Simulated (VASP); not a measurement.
# GaP (F-43m) in VASP: single point with LDA

Aim: the single point of GaP with LDA.

Program: VASP 6.6.1. These are calculated values, not measurements. Logs are shortened: lines on timing, memory, paths and dates and some standing lists are left out, and cuts for length are marked.

## (1) The cell of the first run

Symmetry: F-43m, No. 216, cubic system. The conventional cell has a = 5.452 Å, b = 5.452 Å, c = 5.452 Å, α = 90.00°, β = 90.00°, γ = 90.00°. Within 3.1 Å of Ga (site symmetry -43m) lie 4 P at 2.36 Å. P (site symmetry -43m) has 4 Ga at 2.36 Å within 3.1 Å.

## (2) Single point, LDA

The input, INCAR:

```
SYSTEM = GaP
ALGO = Normal
EDIFF = 1E-6
ENCUT = 500
GGA_COMPAT = .False.
ISIF = 2
ISMEAR = 0
LASPH = .True.
LCHARG = .False.
LREAL = .False.
LWAVE = .False.
NBANDS = 16
NELM = 120
PREC = Accurate
SIGMA = 0.02
```

The input, KPOINTS:

```
k-points
0
Gamma
  8 8 8
  0 0 0
```

The input, POSCAR:

```
GaP
1.0
    0.0000000000      2.7258124900      2.7258124900
    2.7258124900      0.0000000000      2.7258124900
    2.7258124900      2.7258124900      0.0000000000
Ga P
1 1
Direct
    0.0000000000      0.0000000000      0.0000000000
    0.7500000000      0.7500000000      0.7500000000
```

Potentials or basis: VASP PAW LDA potentials, release 64 (Ga_d, P).

Started as:

```
$ cat potpaw_LDA.64/Ga_d/POTCAR potpaw_LDA.64/P/POTCAR > POTCAR
$ mpirun -np 1 vasp_std > vasp.out
```

OUTCAR:

```text
SYSTEM = GaP
   EDIFF = 1E-6
   ENCUT = 500
   ISIF = 2
   ISMEAR = 0
   LASPH = .True.
   LREAL = .False.
   NELM = 120
   PREC = Accurate

 ion  position               nearest neighbor table
   1  0.000  0.000  0.000-   2 2.36   2 2.36   2 2.36   2 2.36
   2  0.750  0.750  0.750-   1 2.36   1 2.36   1 2.36   1 2.36

  LATTYP: Found a face centered cubic cell.
 ALAT       =     5.4516249800

  Lattice vectors:

 A1 = (   0.0000000000,   2.7258124900,   2.7258124900)
 A2 = (   2.7258124900,   0.0000000000,   2.7258124900)
 A3 = (   2.7258124900,   2.7258124900,   0.0000000000)

Analysis of symmetry for initial positions (statically):
=====================================================================
 Subroutine PRICEL returns:
 Original cell was already a primitive cell.

 Routine SETGRP: Setting up the symmetry group for a
 face centered cubic supercell.

 Subroutine GETGRP returns: Found 24 space group operations
 (whereof 24 operations were pure point group operations)
 out of a pool of 48 trial point group operations.

The static configuration has the point symmetry T_d .

Analysis of symmetry for dynamics (positions and initial velocities):
=====================================================================
 Subroutine PRICEL returns:
 Original cell was already a primitive cell.

 Routine SETGRP: Setting up the symmetry group for a
 face centered cubic supercell.

 Subroutine GETGRP returns: Found 24 space group operations
 (whereof 24 operations were pure point group operations)
 out of a pool of 48 trial point group operations.

The dynamic configuration has the point symmetry T_d .

 Subroutine INISYM returns: Found 24 space group operations
 (whereof 24 operations are pure point group operations),
 and found     1 'primitive' translations

----------------------------------------------------------------------------------------

                                     Primitive cell

  volume of cell :      40.5059

  direct lattice vectors                    reciprocal lattice vectors
     0.000000000  2.725812490  2.725812490    -0.183431546  0.183431546  0.183431546
     2.725812490  0.000000000  2.725812490     0.183431546 -0.183431546  0.183431546
     2.725812490  2.725812490  0.000000000     0.183431546  0.183431546 -0.183431546

  length of vectors
     3.854880992  3.854880992  3.854880992     0.317712758  0.317712758  0.317712758

  position of ions in fractional coordinates (direct lattice)
     0.000000000  0.000000000  0.000000000
     0.750000000  0.750000000  0.750000000
[... 77 lines left out ...]
   EDIFF  = 0.1E-05   stopping-criterion for ELM
   LREAL  =      F    real-space projection
   EDIFFG = 0.1E-04   stopping-criterion for IOM
   NSW    =      0    number of steps for IOM
   IBRION =     -1    ionic relax: 0-MD 1-quasi-New 2-CG
   NFREE  =      0    steps in history (QN), initial steepest desc. (CG)
   ISIF   =      2    stress and relaxation
   ISYM   =      2    0-nonsym 1-usesym 2-fastsym
   POTIM  = 0.5000    time-step for ionic-motion
   TEBEG  =    0.0;   TEEND  =   0.0 temperature during run
   PSTRESS=    0.0 pullay stress
   NELECT =      18.0000    total number of electrons
   NUPDOWN=      -1.0000    fix difference up-down
   EMIN   =  10.00;   EMAX   =-10.00  energy-range for DOS
   EFERMI =   0.00;   METHOD = LEGACY
   ISMEAR =     0;   SIGMA  =   0.02  broadening in eV -4-tet -1-fermi 0-gaus
   EFERMI_NEDOS =   21; number of points for ismear=-14 and -15
   IALGO  =     38    algorithm
   IMIX   =      4    mixing-type and parameters
     AMIX     =   0.40;   BMIX     =  1.00
     AMIX_MAG =   1.60;   BMIX_MAG =  1.00
  volume/ion in A,a.u.               =      20.25       136.67
  Fermi-wavevector in a.u.,A,eV,Ry     =   1.249280  2.360796 21.234610  1.560700
  Thomas-Fermi vector in A             =   2.383328
   LORBIT       =      0    0 simple, 1 ext, 2 COOP (PROOUT), +10 PAW based schemes
   GGA     = CA    functional components
   LHFCALC =     F    Hartree Fock is set to
   AEXX    =    0.0000 exact exchange contribution
   IVDW    =     0    specifies the selected vdW correction
   LEPSILON=     F    determine dielectric tensor
   LRPA    =     F    only Hartree local field effects (RPA)
 non-spin polarized calculation
 Gauss-broadening in eV      SIGMA  =   0.02
  energy-cutoff  :      500.00
  volume of cell :       40.51
 maximum number of plane-waves:      1056
   NGX = 13   NGY = 13   NGZ = 13

 number of electron      18.0000016 magnetization

 Free energy of the ion-electron system (eV)
  ---------------------------------------------------
  ext. energy  EPLUGINS =         0.00000000
  ---------------------------------------------------
  free energy    TOTEN  =       -10.43975828 eV

  energy without entropy =      -10.43975828  energy(sigma->0) =      -10.43975828

 E-fermi :   4.6063     XC(G=0): -10.1614

 val. band max:        4.4986924051   @ k =   0.0000   0.0000   0.0000
 cond. band min:       5.9925120418   @ k =   0.3750   0.3750   0.0000
 fundamental gap:      1.4938196366
 Fermi energy:         4.6062535185

 k-point     1 :       0.0000    0.0000    0.0000
  band No.  band energies     occupation
      1     -10.2053      2.00000
      2     -10.2053      2.00000
      3     -10.2053      2.00000
      4     -10.1074      2.00000
      5     -10.1074      2.00000
      6      -8.0062      2.00000
[... 433 lines left out ...]
      3     -10.1631      2.00000
      4     -10.1126      2.00000
      5     -10.1002      2.00000
      6      -5.5122      2.00000
[... 8 lines left out ...]
     15      16.3757      0.00000
     16      16.8876      0.00000

 [... further k-points ...]

------------------------ aborting loop because EDIFF is reached ----------------------------------------

  FORCE on cell =-STRESS in cart. coord.  units (eV):
  Direction    XX          YY          ZZ          XY          YZ          ZX
  --------------------------------------------------------------------------------------
  -------------------------------------------------------------------------------------
  Total       -0.6903827     -0.6903827     -0.6903827      0.0000000     -0.0000000      0.0000000
  in kB      -27.3075382    -27.3075382    -27.3075382      0.0000000     -0.0000000      0.0000000
  external PRESSURE =     -27.3075382 kB  Pullay stress =       0.0000000 kB

 VOLUME and BASIS-vectors are now :
 -----------------------------------------------------------------------------
  energy-cutoff  :      500.00
  volume of cell :       40.51
      direct lattice vectors                 reciprocal lattice vectors
     0.000000000  2.725812490  2.725812490    -0.183431546  0.183431546  0.183431546
     2.725812490  0.000000000  2.725812490     0.183431546 -0.183431546  0.183431546
     2.725812490  2.725812490  0.000000000     0.183431546  0.183431546 -0.183431546

 POSITION                                       TOTAL-FORCE (eV/Angst)
 -----------------------------------------------------------------------------------
      0.00000      0.00000      0.00000        -0.000000     -0.000000     -0.000000
      4.08872      4.08872      4.08872         0.000000      0.000000      0.000000
 -----------------------------------------------------------------------------------
    total drift:                               -0.000001     -0.000001     -0.000001

  FREE ENERGIE OF THE ION-ELECTRON SYSTEM (eV)
  ---------------------------------------------------
  free  energy   TOTEN  =       -10.4397582834 eV

  energy  without entropy=      -10.4397582834  energy(sigma->0) =      -10.43975828
```

OSZICAR:

```text
N       E                     dE             d eps       ncg     rms          rms(c)
DAV:   1     0.802241181318E+02    0.80224E+02   -0.87434E+03   952   0.158E+03
DAV:   2    -0.445529713706E+01   -0.84679E+02   -0.80627E+02  1056   0.306E+02
DAV:   3    -0.106581773149E+02   -0.62029E+01   -0.61815E+01  1232   0.654E+01
DAV:   4    -0.107570479597E+02   -0.98871E-01   -0.98844E-01  1040   0.896E+00
DAV:   5    -0.107589644783E+02   -0.19165E-02   -0.19164E-02  1280   0.110E+00    0.431E+00
DAV:   6    -0.104915001547E+02    0.26746E+00   -0.36092E-01  1440   0.102E+01    0.277E+00
DAV:   7    -0.104445729195E+02    0.46927E-01   -0.82393E-02  1272   0.198E+00    0.104E+00
DAV:   8    -0.104397832866E+02    0.47896E-02   -0.11226E-02  1072   0.116E+00    0.186E-01
DAV:   9    -0.104397503389E+02    0.32948E-04   -0.98552E-04  1432   0.405E-01    0.635E-02
DAV:  10    -0.104397520465E+02   -0.17076E-05   -0.50658E-05  1376   0.807E-02    0.278E-02
DAV:  11    -0.104397585119E+02   -0.64654E-05   -0.90697E-06  1184   0.436E-02    0.775E-03
DAV:  12    -0.104397582834E+02    0.22853E-06   -0.46997E-07   792   0.708E-03
   1 F= -.10439758E+02 E0= -.10439758E+02  d E =-.181527E-16
```

stdout:

```text
POSCAR found type information on POSCAR GaP
 POSCAR found :  2 types and       2 ions
 scaLAPACK will be used
 LDA part: xc-table for (Slater(with rela. corr.)+CA(PZ))
 , standard interpolation
 POSCAR, INCAR and KPOINTS ok, starting setup
 FFT: planning ... GRIDC
 FFT: planning ... GRID_SOFT
 FFT: planning ... GRID
 WAVECAR not read
 entering main loop
```

Run time: 29 s. Hardware: 1 thread of Intel Xeon 8259CL, shared host; peak memory 0.15 GiB.

What came out:

```
Free energy            : -10.4398 eV
Pressure               : -2.7 GPa
Band gap on the k mesh : 1.49 eV (least direct gap 1.63 eV)
```

A k mesh can miss the band edges.
